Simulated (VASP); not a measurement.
Runs of VASP 6.6.1 on Sn. The structure is that of space group I4_1/amd (No. 141), or close to it. The cells are those of the table. 

```csv
task,cell,cutoff (eV),gap on the mesh (eV),pressure (GPa)
single point,"a = 4.330 Å, angles 97.4, 97.4, 137.8°, 2 atoms",520,none,1.9
electric field gradients,"a = 4.330 Å, angles 97.4, 97.4, 137.8°, 2 atoms",400,none,1.9
single point,"a = 4.449 Å, angles 97.4, 97.4, 137.8°, 2 atoms",500,none,-2.8
single point,"a = 4.478 Å, angles 97.4, 97.4, 137.8°, 2 atoms",520,none,(a)
single point,"a = 4.506 Å, angles 97.4, 97.4, 137.8°, 2 atoms",500,none,-4.4
single point,"a = 4.420 Å, angles 97.4, 97.4, 137.8°, 2 atoms",520,none,-1.8
electric field gradients,"a = 4.420 Å, angles 97.4, 97.4, 137.8°, 2 atoms",520,none,-1.8
single point,"a = 4.506 Å, angles 97.4, 97.4, 137.8°, 2 atoms",520,none,-4.4
```

Alike in all rows: level LDA; potentials or basis VASP PAW LDA potentials, release 64 (Sn_d); no spin polarisation; k mesh 15 × 15 × 15; smearing fermi-dirac 0.05 eV.

Problem. Fill in the values left out.

Solution. (a) -3.6.

Caveats: spin-orbit coupling is left out, which moves the levels of the heavy elements; the cell stands under tension (at least some runs).

A k mesh can miss the band edges, and the runs leave out spin-orbit coupling on Sn.

A gap of «none» marks levels without a gap at the run's occupations.
